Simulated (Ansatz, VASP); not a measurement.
Given: the input of a run of Ansatz 0.2.0 on Sb.

input.yaml

```yaml
crystal:
  lattice:
    - [-1.8959666167, 1.8959666167, 1.8959666167]
    - [1.8959666167, -1.8959666167, 1.8959666167]
    - [1.8959666167, 1.8959666167, -1.8959666167]
  atoms:
    - { symbol: Sb, position: [0.0, 0.0, 0.0] }
hamiltonian:
  xc: lda
  pseudopotentials: { kind: paw }
kpoints:
  mp_grid: { grid: [10, 10, 10] }
scf:
  occupations: { method: fermi_dirac, width: 0.05 }
output:
  forces: true
  stress: true
  eigenvalues: true
```

Potentials or basis: Ansatz PAW.

Run with:

```console
$ ansatz run input.yaml --threads 2 --pin off --max-ram 5632MiB --backend cpu --events-out ev --progress --plain --runs-dir out
```

Q: Set up the same calculation for VASP 6.6.1. Potentials there: VASP PAW LDA potentials, release 64 (Sb).

A: As run (the cutoff follows the program's own potentials):

The input INCAR:

```
ALGO = Normal ; EDIFF = 1E-6
ENCUT = 520 ; ISIF = 2
ISMEAR = -1 ; LASPH = True
LCHARG = False ; LREAL = False
LWAVE = False ; NBANDS = 8
NELM = 60 ; PREC = Accurate
SIGMA = 0.05
```

Contents of KPOINTS:

```
k-points
0
Gamma
  10 10 10
```

Contents of POSCAR:

```
Sb
1.0
   -1.8959666167      1.8959666167      1.8959666167
    1.8959666167     -1.8959666167      1.8959666167
    1.8959666167      1.8959666167     -1.8959666167
Sb
1
Direct
    0.0000000000      0.0000000000      0.0000000000
```

Potentials or basis: VASP PAW LDA potentials, release 64 (Sb).

The run is started by

```sh
$ cat potpaw_LDA.64/Sb/POTCAR > POTCAR
$ mpirun -np 1 vasp_std > vasp.out
```

Both were run:

|  | VASP | Ansatz | Ansatz less VASP |
| --- | --- | --- | --- |
| gap on the k mesh at the Fermi level (eV) | none | none | - |
| pressure (GPa) | -3.5 | -3.6 | -0.07 |

LDA's correlation is that of Perdew and Zunger in VASP and of Perdew and Wang (1992) in Ansatz. A gap of «none» marks a metal or a gap that the smearing closes. VASP's potentials hold 5 valence electrons a cell and Ansatz's 15, so a difference there can come from the potentials and not from the codes.

Neither program's run includes spin-orbit coupling.
